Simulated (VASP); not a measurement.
Write the native input for VASP 6.6.1 that does the following.

```yaml
Task: relaxation of cell and atoms
Functional: PBE
Potentials_or_basis: VASP PAW PBE potentials, release 64 (Sb)
Cutoff: 600 eV
k_mesh: 24 × 24 × 24
Occupations: gaussian, width 0.1 eV
Spin: no spin polarisation
Dipole_correction: no
Further_INCAR_settings: ALGO = Fast; EDIFF = 1e-07; IBRION = 2; EDIFFG = -0.01; NSW = 100; ISIF = 3
```

The structure of Sb lies in POSCAR:

```
Sb
1.0
   -1.6492775634      1.6492775634      2.5418994572
    1.6492775634     -1.6492775634      2.5418994572
    1.6492775634      1.6492775634     -2.5418994572
Sb
1
Direct
    0.0000000000      0.0000000000      0.0000000000
```

The input as run:

INCAR

```
ALGO = Fast
EDIFF = 1E-7
EDIFFG = -0.01
ENCUT = 600
GGA = PE
IBRION = 2
ISIF = 3
ISMEAR = 0
LASPH = T
LCHARG = F
LREAL = F
LWAVE = F
NELM = 60
NSW = 100
PREC = Accurate
SIGMA = 0.1
```

KPOINTS

```
k-points
0
Gamma
  24 24 24
```

Potentials or basis: VASP PAW PBE potentials, release 64 (Sb).

The run is started by

```console
$ cat potpaw_PBE.64/Sb/POTCAR > POTCAR
$ mpirun -np 1 vasp_std > vasp.out
```

Results of the run:

```yaml
Relaxed_volume: 27.85 Å³/atom
Relaxed_cell: a = 3.563 Å, b = 3.563 Å, c = 3.563 Å, α = 127.14°, β = 127.14°, γ = 78.03°
Space_group_after_relaxing_to_0.1_Å: I4/mmm (No. 139)
Energy_gained_by_relaxing: 11.9 meV/atom
Ionic_steps: 13
Pressure_after_relaxing: 0.0 GPa
Band_gap_on_the_k_mesh: zero (an odd number of electrons rules out a gap without spin polarisation)
```

Caveat: spin-orbit coupling is left out, which moves the levels of the heavy elements.

Run time: 14 min on 1 thread of Oxide Virtual Turin-like Processor (shared host), peak memory 0.37 GiB.
